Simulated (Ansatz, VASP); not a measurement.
**Fe in VASP and in Ansatz**

The input POSCAR:

```
Fe
1.0
   -1.3747101715      1.3747101715      1.3747101715
    1.3747101715     -1.3747101715      1.3747101715
    1.3747101715      1.3747101715     -1.3747101715
Fe
1
Direct
    0.0000000000      0.0000000000      0.0000000000
```

The input INCAR.step1:

```
SYSTEM = Fe
ALGO = Normal ; EDIFF = 1E-4
ENCUT = 520 ; GGA = PE
ISMEAR = -1 ; ISPIN = 2
LASPH = .TRUE. ; LCHARG = .FALSE.
LMAXMIX = 4 ; LREAL = .FALSE.
LWAVE = .TRUE. ; MAGMOM = 2.804
NBANDS = 14 ; NELM = 150
PREC = Accurate ; SIGMA = 0.05
```

The input INCAR.step2:

```
SYSTEM = Fe
ALGO = Normal ; EDIFF = 1E-7
ENCUT = 520 ; ISIF = 2
ISMEAR = -1 ; ISPIN = 2
ISTART = 1 ; LASPH = .TRUE.
LCHARG = .FALSE. ; LMAXMIX = 4
LMIXTAU = .TRUE. ; LORBIT = 11
LREAL = .FALSE. ; LWAVE = .FALSE.
MAGMOM = 2.804 ; METAGGA = R2SCAN
NBANDS = 14 ; NELM = 150
PREC = Accurate ; SIGMA = 0.05
```

KPOINTS

```
k-points
0
G
  25 25 25
  0 0 0
```

Input for Ansatz:

```yaml
crystal:
  lattice:
    - [-1.3747101715, 1.3747101715, 1.3747101715]
    - [1.3747101715, -1.3747101715, 1.3747101715]
    - [1.3747101715, 1.3747101715, -1.3747101715]
  atoms:
    - { symbol: Fe, position: [0.0, 0.0, 0.0], spin: 2.804 }
hamiltonian:
  xc: r2scan
  pseudopotentials:
    kind: paw
    azcp:
      Fe: "pseudopotentials/Fe.paw.azcp"
basis:
  ecutwfc: 500
  fft_grid_basis: typed
kpoints:
  mp_grid: { grid: [25, 25, 25], shift: [0, 0, 0] }
magnetization:
  spin_polarized: true
scf:
  occupations: { method: fermi_dirac, width: 0.05 }
output:
  stress: true
```

Alike in both runs: task single point; functional r2SCAN; k mesh 25 × 25 × 25; occupations fermi-dirac, width 0.05 eV; collinear spin.

```csv
,VASP,Ansatz
version,VASP 6.6.1,Ansatz 0.2.0
potentials or method,"VASP PAW PBE potentials, release 64 (Fe), cutoff 520 eV","plane waves (500 eV) with PAW, scalar-relativistic"
valence electrons in the cell,8,16
```

VASP gave:

| Property | Result |
| --- | --- |
| pressure (GPa) | 25.5 |
| net moment per atom (μB) | 2.41 |
| size of the moment on the site where the two differ most (μB) | 2.43 |

Q: Which values does Ansatz return?

A: Pressure (GPa): 23.6; net moment per atom (μB): 2.34; size of the moment on the site where the two differ most (μB): 2.46.

VASP's potentials were made for PBE, not for r2SCAN. Site moments also hang on the region over which each program counts them. VASP's potentials hold 8 valence electrons a cell and Ansatz's 16, so a difference there can come from the potentials and not from the codes. Ansatz's warnings: stability check not made.
